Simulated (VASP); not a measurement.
Input of a VASP 6.6.1 run:

INCAR

```
  PREC = Accurate
  ENCUT = 520
  EDIFF = 1E-7
  ISMEAR = 0
  SIGMA = 0.15
  LREAL = False
  LASPH = True
  NELM = 60
  ALGO = Fast
  ISIF = 2
  LWAVE = False
  LCHARG = True
  GGA = PS
  LELF = True
  LVHAR = True
  NBANDS = 40
```

The input KPOINTS:

```
regular mesh
0
Gamma
  8 8 10
```

The input POSCAR:

```
Al3Ni5
1.0
    3.1286656596     -3.5073407196      0.0000000000
    3.1286656596      3.5073407196      0.0000000000
    0.0000000000      0.0000000000      3.9063722972
Al Ni
3 5
Direct
    0.5000000000      0.5000000000      0.0000000000
    0.7796888788      0.2203111212      0.5000000000
    0.2203111212      0.7796888788      0.5000000000
    0.0000000000      0.0000000000      0.0000000000
    0.0000000000      0.5000000000      0.0000000000
    0.5000000000      0.0000000000      0.0000000000
    0.2762373070      0.2762373070      0.5000000000
    0.7237626930      0.7237626930      0.5000000000
```

Potentials or basis: VASP PAW PBE potentials, release 64 (Al, Ni).

Run with:

```console
$ cat potpaw_PBE.64/Al/POTCAR potpaw_PBE.64/Ni/POTCAR > POTCAR
$ mpirun -np 1 vasp_std > vasp.out
```

Problem. What does it give for the band gap on the k mesh?

Solution. Zero (an odd number of electrons rules out a gap without spin polarisation).

Problem. Estimate the largest force.

Solution. 0.479 eV/Å.

Problem. What does it give for the pressure?

Solution. 12.5 GPa.

Forces in eV/Å, atoms in the order of the input:
```
Al   0.000  0.000  0.000
Al   0.000  0.104  0.000
Al   0.000 -0.104  0.000
Ni   0.000  0.000  0.000
Ni   0.000  0.000  0.000
Ni   0.000  0.000  0.000
Ni   0.479  0.000  0.000
Ni  -0.479  0.000  0.000
```

Caveat: the cell differs from its parent crystal (strain -0.050 along x and y, +0.050 along z); the stress differs along the axes, from -2 to 22 GPa; the PAW data sets were made with another functional, which shifts forces and pressure a little. Spin polarisation is off, so any magnetic state and its effect on volume and gap are missing.
